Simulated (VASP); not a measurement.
Wanted: the native input for a VASP 6.6.1 run.

| Property | Result |
| --- | --- |
| Task | single point |
| Functional | PBE |
| Potentials or basis | VASP PAW PBE potentials, release 64 (Al, In_d, N) |
| Cutoff | 520 eV |
| k mesh | 6 × 6 × 2 |
| Occupations | gaussian, width 0.1 eV |
| Spin | no spin polarisation |
| Dipole correction | no |
| Further INCAR settings | ALGO = Normal; EDIFF = 1e-06; NBANDS = 26 |

The structure of Al2InN3 lies in POSCAR:

```
Al2InN3
1.0
    3.3556249000      0.0000000000      0.0000000000
   -1.6778124500      2.9060564100      0.0000000000
    0.0000000000      0.0000000000      8.2137915600
Al In N
2 1 3
Direct
    0.3333333300      0.6666666700      0.6559943000
    0.6666666700      0.3333333300      0.3440057000
    0.0000000000      0.0000000000      0.0000000000
    0.3333333300      0.6666666700      0.1659022100
    0.6666666700      0.3333333300      0.8340977900
    0.0000000000      0.0000000000      0.5000000000
```

One way to write it, as run:

INCAR

```
PREC = Accurate
ENCUT = 520
EDIFF = 1E-6
ISMEAR = 0
SIGMA = 0.1
LREAL = F
LASPH = T
NELM = 80
ALGO = Normal
ISIF = 2
LWAVE = F
LCHARG = T
GGA = PE
LELF = T
LVHAR = T
NBANDS = 26
```

KPOINTS

```
regular mesh
0
Gamma
  6 6 2
```

Potentials or basis: VASP PAW PBE potentials, release 64 (Al, In_d, N).

Command:

```sh
$ cat potpaw_PBE.64/Al/POTCAR potpaw_PBE.64/In_d/POTCAR potpaw_PBE.64/N/POTCAR > POTCAR
$ mpirun -np 1 vasp_std > vasp.out
```

It gave:

```json
{
 "Pressure": "-30.2 GPa",
 "Largest force": "2.054 eV/Å",
 "Band gap on the k mesh": "zero (band 17 reaches 6.34 eV, above the bottom of band 18 at 6.31 eV)"
}
```

Caveat: the k points lie up to 0.38 Å⁻¹ apart; spin-orbit coupling is left out, which moves the levels of the heavy elements; forces of over 1 eV/Å act on the atoms, so gaps and moduli don't describe the material at rest.

Wall time 22 s on 1 thread of AMD EPYC 9R45 96-Core Processor (Zen 5) (shared host), peak memory 0.19 GiB.
